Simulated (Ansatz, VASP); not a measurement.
# WC in VASP and in Ansatz

```
W C
1.0
     2.93867    0.00000    0.00000
    -1.46934    2.54496    0.00000
     0.00000    0.00000    2.86623
W C
1 1
Direct
  0.00000 0.00000 0.00000
  0.66667 0.33333 0.50000
```

Change from the starting cell: volume scaled by 1.04, PAW files.

Alike in both runs: task electric field gradients; functional PBEsol; k mesh 14 × 14 × 13; occupations fermi-dirac, width 0.05 eV; no spin polarisation.

|  | VASP | Ansatz |
| --- | --- | --- |
| version | VASP 6.6.1 | Ansatz 0.2.0 |
| potentials or method | VASP PAW PBE potentials, release 64 (W_sv, C) | PAW with Ansatz's default frozen-core files, scalar-relativistic |
| plane-wave cutoff (eV) | 520 | 420 |
| valence electrons in the cell | 18 | 18 |

```tsv
	VASP	Ansatz	Ansatz less VASP
pressure (GPa)	-14.3	-15.4	-1.07
traceless stress, the component that is largest in VASP (GPa)	-1.22	-1.43	-0.211
size of Vzz on the site where it differs most (V/Å²)	128.0	123.3	-4.78
```

VASP's potentials were made for PBE, not for PBEsol.

Spin-orbit coupling is off throughout.
